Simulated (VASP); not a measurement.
Crystal: Ga4AsP3.

```xyz
8
Lattice="3.8651 0.0730 -0.0164 0.0730 3.9333 -0.0302 -0.0464 -0.0854 10.9970" Properties=species:S:1:pos:R:3 pbc="T T T"
Ga    1.8221   -0.0644    9.5401
Ga    0.0958    1.9204    6.8100
Ga    1.9184   -0.0644    4.1579
Ga   -0.0265    1.9609    1.4456
P    -0.0079    0.0371    5.4993
P     1.9647    2.0011    2.8402
P     1.9145    1.8833    8.1261
As    0.0327    0.0397   -0.0231
```

| Quantity | Value |
| --- | --- |
| Program | VASP 6.6.1 |
| Task | relaxation of cell and atoms |
| Functional | PBE |
| Potentials or basis | VASP PAW PBE potentials, release 64 (Ga_d, P, As) |
| Cutoff | 600 eV |
| k mesh | 4 × 4 × 2 |
| Occupations | gaussian, width 0.1 eV |
| Spin | no spin polarisation |

At the start: pressure 3.1 GPa; volume 20.89 Å³/atom.

Question: How do energy, volume and symmetry change on relaxing?

Answer: Over 17 steps the energy falls by 45.3 meV/atom and the volume is 21.57 Å³/atom (+3.3 %); space group P1 (No. 1, to 0.1 Å) before, P-4m2 (No. 115, to 0.1 Å).

Step by step:
```tsv
step	energy change (eV)	largest force (eV/Å)	pressure (GPa)	volume (Å³)
1	0.0000	1.3557	3.10	167.11
2	-0.2863	0.4161	-1.66	177.01
3	-0.3080	0.3493	-0.88	174.77
4	-0.3440	0.1554	-0.02	172.59
5	-0.3471	0.1536	0.34	171.77
6	-0.3533	0.1184	-0.01	172.57
7	-0.3545	0.1236	-0.25	173.09
8	-0.3576	0.0765	0.01	172.55
9	-0.3579	0.0917	0.10	172.34
10	-0.3598	0.0653	0.00	172.50
11	-0.3606	0.0593	-0.05	172.65
12	-0.3607	0.0720	-0.07	172.71
13	-0.3616	0.0434	0.07	172.45
14	-0.3616	0.0430	0.06	172.44
15	-0.3620	0.0255	-0.06	172.68
16	-0.3620	0.0275	-0.09	172.74
17	-0.3622	0.0165	0.04	172.55
```

Final structure:
```xyz
8
Lattice="3.9533 0.0003 0.0007 0.0011 3.9533 -0.0001 -0.0008 -0.0008 11.0410" Properties=species:S:1:pos:R:3 pbc="T T T"
Ga    1.9744    3.9497    9.5828
Ga    0.0048    1.9760    6.8747
Ga    1.9787    0.0005    4.1666
Ga    3.9500    1.9791    1.4594
P     0.0031    3.9527    5.5207
P     1.9735    1.9777    2.8116
P     1.9801    1.9741    8.2288
As    3.9504    0.0018    0.0009
```
